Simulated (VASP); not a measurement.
A run of VASP 6.6.1 is set up as follows.

File INCAR:

```
SYSTEM = Mg8HO8
ALGO = Normal
EDIFF = 1E-7
ENCUT = 520
GGA = PE
ISIF = 2
ISMEAR = 0
LASPH = .TRUE.
LCHARG = .TRUE.
LELF = .TRUE.
LREAL = Auto
LVHAR = .TRUE.
LWAVE = .FALSE.
NBANDS = 46
NELECT = 64.0
NELM = 100
PREC = Accurate
SIGMA = 0.02
```

File KPOINTS:

```
k-points
0
G
  2 2 2
  0 0 0
```

POSCAR

```
Mg8HO8
1.0
    0.0000000000      4.1948000000      4.1948000000
    4.1948000000      0.0000000000      4.1948000000
    4.1948000000      4.1948000000      0.0000000000
Mg O H
8 8 1
Direct
    0.0029879851     -0.0050374273     -0.0053323162
    0.0014543006      0.0016197435      0.4888703871
    0.0014483408      0.4891590779      0.0013346286
    0.0061566702      0.4897010585      0.4894080767
    0.4931314961     -0.0006109946     -0.0009127968
    0.4825047678      0.0279662916      0.4697039191
    0.4825121579      0.4700219319      0.0276525698
    0.5014026890      0.4978740345      0.4975770001
    0.2397990369      0.2456443692      0.2453337465
    0.2503404215      0.2482616573      0.7427536474
    0.2503467388      0.7430491323      0.2479654572
    0.2660420044      0.7457411557      0.7454364928
    0.7472822304      0.2465274864      0.2462237771
    0.7495687518      0.2457714313      0.7488061409
    0.7495618385      0.7491019834      0.2454782111
    0.7533893153      0.7468960380      0.7466419138
    0.6212994660      0.7188187756      0.7184959950
```

Potentials or basis: VASP PAW PBE potentials, release 64 (Mg, O, H).

Launch:

```console
$ cat potpaw_PBE.64/Mg/POTCAR potpaw_PBE.64/O/POTCAR potpaw_PBE.64/H/POTCAR > POTCAR
$ mpirun -np 1 vasp_std > vasp.out
```

(1) What does it give for the largest force?

Results:

(1) 0.251 eV/Å.

Caveat: the k points lie up to 0.65 Å⁻¹ apart; the cell carries a net charge on a neutralising background, which shifts energy and pressure.
